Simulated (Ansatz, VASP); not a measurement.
One calculation of MgF, two programs

```xyz
4
Lattice="-1.5695 1.5695 5.6414 1.5695 -1.5695 5.6414 1.5695 1.5695 -5.6414" Properties=species:S:1:pos:R:3 pbc="T T T"
Mg    0.0000    0.0000    1.4248
Mg    0.0000    0.0000    9.8580
F     0.0000    0.0000    3.5213
F     0.0000    0.0000    7.7615
```

Alike in both runs: functional PBEsol; k mesh 8 × 8 × 8; occupations gaussian, width 0.1 eV; no spin polarisation.

Ansatz relaxed the structure, and its values are those at the end. VASP's run is a single point on that final structure, the one shown.

|  | VASP | Ansatz |
| --- | --- | --- |
| version | VASP 6.6.1 | Ansatz 0.2.0 |
| potentials or method | VASP PAW PBE potentials, release 64 (Mg, F), cutoff 520 eV | scalar-relativistic, plane waves, PAW |
| valence electrons in the cell | 18 | 34 |

VASP gave:

| Quantity | Value |
| --- | --- |
| gap on the k mesh at the Fermi level (eV) | none |
| pressure (GPa) | -0.9 |
| rms of the force components (eV/Å) | 0.018 |

Q: Which values does Ansatz return?

A: gap on the k mesh at the Fermi level (eV): none; pressure (GPa): -0.4; rms of the force components (eV/Å): 0.015.

VASP's potentials were made for PBE, not for PBEsol. A gap of «none» marks a metal or a gap that the smearing closes. VASP's potentials hold 18 valence electrons a cell and Ansatz's 34, so a difference there can come from the potentials and not from the codes.
